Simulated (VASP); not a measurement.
## BAs: single point with PBE

The system is BAs.

```
CELL_PARAMETERS angstrom
0.00000 2.29296 2.48404
2.29296 0.00000 2.48404
2.29296 2.29296 0.00000
ATOMIC_POSITIONS crystal
B 0.00000 0.00000 0.00000
As 0.75000 0.75000 0.75000
```

This cell differs from its parent crystal: strain -0.040 along x and y, +0.040 along z.

```yaml
Program: VASP 6.6.1
Task: single point
Functional: PBE
Potentials_or_basis: VASP PAW PBE potentials, release 64 (B, As)
Cutoff: 520 eV
k_mesh: 10 × 10 × 10
Occupations: gaussian, width 0.05 eV
Spin: no spin polarisation
```

```json
{
  "Pressure": "10.1 GPa",
  "Band gap on the k mesh": "0.51 eV, indirect (least direct gap 2.91 eV)"
}
```

Stress tensor (GPa, compression positive):
```
16.51  0.00  0.00
 0.00 16.51  0.00
 0.00  0.00 -2.71
```

Levels at points of the mesh, in eV from the valence-band top:
```tsv
k point	band 1	band 2	band 3	band 4	band 5	band 6	band 7	band 8
(0.00, 0.00, 0.00)	-16.08	-0.87	0.00	0.00	2.91	2.91	3.42	4.84
(0.50, 0.00, 0.00)	-13.04	-9.39	-2.70	-1.65	2.22	4.65	4.90	8.73
(0.50, 0.50, 0.00)	-12.14	-9.49	-4.00	-4.00	1.72	1.84	11.40	11.40
(0.50, 0.00, 0.50)	-11.42	-8.83	-4.86	-4.70	0.77	0.80	10.63	11.83
```

Wall time 43 s on 1 thread of Intel Xeon 8259CL, on a shared host, peak memory 0.17 GiB.

Caveat: the cell differs from its parent crystal (strain -0.040 along x and y, +0.040 along z). A k mesh can miss the band edges.
